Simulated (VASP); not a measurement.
SbP, 2 atoms in the cell. Symmetry: F-43m, No. 216, cubic system. The conventional cell has a = 6.508 Å, b = 6.508 Å, c = 6.508 Å, α = 90.00°, β = 90.00°, γ = 90.00°. Sb (site symmetry -43m) has 4 P at 2.82 Å within 3.7 Å. P (site symmetry -43m) has 4 Sb at 2.82 Å within 3.7 Å. 

* Program: VASP 6.6.1
* Task: single point
* Functional: PBE
* Potentials or basis: VASP PAW PBE potentials, release 64 (Sb, P)
* Cutoff: 520 eV
* k mesh: 12 × 12 × 12
* Occupations: fermi-dirac, width 0.15 eV
* Spin: no spin polarisation
* Dipole correction: no
* Further INCAR settings: ALGO = Normal; EDIFF = 1e-07; NBANDS = 12

Potentials or basis: VASP PAW PBE potentials, release 64 (Sb, P).

Command:

```sh
$ cat potpaw_PBE.64/Sb/POTCAR potpaw_PBE.64/P/POTCAR > POTCAR
$ mpirun -np 1 vasp_std > vasp.out
```

Hardware: 1 thread of AMD EPYC 7R13 Processor (Zen 3), on a shared host.

Estimate the wall time of this run.

It took 51 s on 1 thread of AMD EPYC 7R13 Processor (Zen 3) (shared host), peak memory 0.21 GiB. Counts: scf iterations 15, k points 72.
